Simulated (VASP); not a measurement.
Set up this calculation in VASP 6.6.1, as the native input.

| Item | Value |
| --- | --- |
| Task | single point |
| Functional | BLYP |
| Potentials or basis | VASP PAW PBE potentials, release 64 (Ir) |
| Cutoff | 520 eV |
| k mesh | 11 × 11 × 11 |
| Occupations | fermi-dirac, width 0.1 eV |
| Spin | no spin polarisation |
| Dipole correction | no |
| Further INCAR settings | ALGO = Normal; EDIFF = 1e-07; NBANDS = 16 |

The structure of Ir lies in POSCAR:

```
Ir
1.0
    0.0000000000      2.7107828402      2.7107828402
    2.7107828402      0.0000000000      2.7107828402
    2.7107828402      2.7107828402      0.0000000000
Ir
2
Direct
    0.1250000000      0.1250000000      0.1250000000
    0.8750000000      0.8750000000      0.8750000000
```

This cell differs from its parent crystal: volume scaled by 0.88.

The input as run:

INCAR

```
AGGAC = 1.0
AGGAX = 1.0
ALDAC = 0.0
ALDAX = 1.0
ALGO = Normal
EDIFF = 1E-7
ENCUT = 520
GGA = B5
ISIF = 2
ISMEAR = -1
LASPH = True
LCHARG = True
LELF = True
LREAL = False
LVHAR = True
LWAVE = False
NBANDS = 16
NELM = 80
PREC = Accurate
SIGMA = 0.1
```

KPOINTS

```
k-points
0
Gamma
  11 11 11
```

Potentials or basis: VASP PAW PBE potentials, release 64 (Ir).

Run with:

```sh
$ cat potpaw_PBE.64/Ir/POTCAR > POTCAR
$ mpirun -np 1 vasp_std > vasp.out
```

It gave:

```yaml
Pressure: 28.5 GPa
Band_gap_on_the_k_mesh: zero (band 9 reaches 7.86 eV, above the bottom of band 10 at 6.23 eV)
```

Caveat: the PAW data sets were made with another functional, which shifts forces and pressure a little; spin-orbit coupling is left out, which moves the levels of the heavy elements.

Wall time 30 s on 1 thread of Intel(R) Xeon(R) 6975P-C (Granite Rapids), on a shared host, peak memory 0.18 GiB.
